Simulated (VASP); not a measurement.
**H2Os: single point with PBE**

Crystal: H2Os.

```
H Os
1.0
     2.58416    0.00000    0.00000
     0.00000    2.58416    0.00000
     0.00000    0.00000    4.38693
H Os
2 1
Cartesian
  1.2921 1.2921 0.9062
  1.2921 1.2921 3.4807
  0.0000 0.0000 0.0000
```

* Program: VASP 6.6.1
* Task: single point
* Functional: PBE
* Potentials or basis: VASP PAW PBE potentials, release 64 (H, Os_sv_GW)
* Cutoff: 420 eV
* k mesh: 18 × 18 × 10
* Occupations: gaussian, width 0.1 eV
* Spin: no spin polarisation
* Dipole correction: no
* k mesh for the DOS: 27 × 27 × 15
* Occupations for the DOS: tetrahedron
* Further INCAR settings: ALGO = Normal; EDIFF = 1e-06

The valence electrons inside the program's atomic spheres are H 0.48; Os 15.12.

Levels at points of the mesh, in eV from the Fermi level:
```tsv
k point	band 5	band 6	band 7	band 8	band 9	band 10	band 11	band 12	band 13
(0.00, 0.00, 0.00)	-11.44	-5.55	-3.74	-3.66	0.53	0.53	2.06	7.58	11.71
```

Run time: 2 min on 1 thread of Intel(R) Xeon(R) Platinum 8375C CPU @ 2.90GHz (Ice Lake) (shared host), peak memory 0.39 GiB.

Caveat: spin-orbit coupling is left out, which moves the levels of the heavy elements.
